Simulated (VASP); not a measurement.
Wanted: the native input for a VASP 6.6.1 run.

* Task: single point
* Functional: PBE
* Potentials or basis: VASP PAW PBE potentials, release 64 (Si, Te)
* Cutoff: 520 eV
* k mesh: 4 × 4 × 4
* Occupations: gaussian, width 0.1 eV
* Spin: no spin polarisation
* Dipole correction: no
* Further INCAR settings: ALGO = Normal; EDIFF = 1e-06; NBANDS = 22

The structure of Si5Te lies in POSCAR:

```
Si5Te
1.0
    2.4469781282     -5.9437375207      0.0000000000
    2.4469781282      5.9437375207      0.0000000000
    0.0000000000      0.0000000000      3.9263767173
Si Te
5 1
Direct
    0.2618147026      0.7381852974      0.0000000000
    0.1440174521      0.8559825479      0.5000000000
    0.0000000000      0.0000000000      0.0000000000
    0.8559825479      0.1440174521      0.5000000000
    0.7381852974      0.2618147026      0.0000000000
    0.5000000000      0.5000000000      0.5000000000
```

These files were run (other wordings do the same):

INCAR

```
ALGO = Normal
EDIFF = 1E-6
ENCUT = 520
GGA = PE
ISIF = 2
ISMEAR = 0
LASPH = T
LCHARG = F
LREAL = F
LWAVE = F
NBANDS = 22
NELM = 60
PREC = Accurate
SIGMA = 0.1
```

KPOINTS

```
k-points
0
Gamma
  4 4 4
```

Potentials or basis: VASP PAW PBE potentials, release 64 (Si, Te).

Command:

```console
$ cat potpaw_PBE.64/Si/POTCAR potpaw_PBE.64/Te/POTCAR > POTCAR
$ mpirun -np 1 vasp_std > vasp.out
```

It gave:

```yaml
Pressure: 0.0 GPa
Largest_force: 0.006 eV/Å
Band_gap_on_the_k_mesh: zero (bands 13 and 14 overlap by 2.71 eV)
```

Caveat: the k points lie up to 0.40 Å⁻¹ apart, too coarse for converged energies and pressures of a metal; spin-orbit coupling is left out, which moves the levels of the heavy elements.

Run time: 89 s on 1 thread of Intel Xeon 8259CL, on a shared host, peak memory 0.25 GiB.
